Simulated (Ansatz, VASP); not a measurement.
This is a calculation of CuO for VASP 6.6.1.

The input INCAR:

```
ALGO = Normal
EDIFF = 1E-7
ENCUT = 520
GGA = PE
ISIF = 2
ISMEAR = -1
LASPH = True
LCHARG = True
LELF = True
LREAL = False
LVHAR = True
LWAVE = False
NBANDS = 25
NELM = 80
PREC = Accurate
SIGMA = 0.05
```

Contents of KPOINTS:

```
k-points
0
Gamma
  10 10 6
```

File POSCAR:

```
CuO
1.0
    3.2005902243      0.0000000000      0.0000000000
   -1.6002951121      2.7717924446      0.0000000000
    0.0000000000      0.0000000000      4.4608392060
Cu O
2 2
Direct
    0.0000000000      0.0000000000      0.0000000000
    0.0000000000      0.0000000000      0.5000000000
    0.3333333333      0.6666666667      0.2500000000
    0.6666666667      0.3333333333      0.7500000000
```

Potentials or basis: VASP PAW PBE potentials, release 64 (Cu, O).

Command:

```sh
$ cat potpaw_PBE.64/Cu/POTCAR potpaw_PBE.64/O/POTCAR > POTCAR
$ mpirun -np 1 vasp_std > vasp.out
```

Translate it to Ansatz 0.2.0. Potentials there: all-electron LAPW, scalar-relativistic.

As run (the cutoff follows the program's own potentials):

File input.yaml:

```yaml
crystal:
  lattice:
    - [3.2005902243, 0.0, 0.0]
    - [-1.6002951121, 2.7717924446, 0.0]
    - [0.0, 0.0, 4.460839206]
  atoms:
    - { symbol: Cu, position: [0.0, 0.0, 0.0] }
    - { symbol: Cu, position: [0.0, 0.0, 0.5] }
    - { symbol: O, position: [0.3333333333, 0.6666666667, 0.25] }
    - { symbol: O, position: [0.6666666667, 0.3333333333, 0.75] }
kpoints:
  mp_grid: { grid: [10, 10, 6] }
scf:
  occupations: { method: fermi_dirac, width: 0.05 }
hamiltonian:
  xc: pbe
  pseudopotentials: { kind: all_electron, lapw: { basis_error: 0.001 } }
output:
  forces: true
  stress: true
  eigenvalues: true
```

Potentials or basis: all-electron LAPW, scalar-relativistic.

Command:

```sh
$ ansatz run input.yaml --threads 2 --pin off --max-ram 6144MiB --backend cpu --events-out ev --progress --plain --runs-dir out
```

Both were run:

|  | VASP | Ansatz | Ansatz less VASP |
| --- | --- | --- | --- |
| gap on the k mesh at the Fermi level (eV) | none | none | - |
| pressure (GPa) | 2.8 | 2.5 | -0.27 |
| traceless stress, the component that is largest in VASP (GPa) | 29.90 | 29.78 | -0.126 |

A gap of «none» marks a metal or a gap that the smearing closes. Ansatz ran all-electron here, and VASP with PAW potentials.
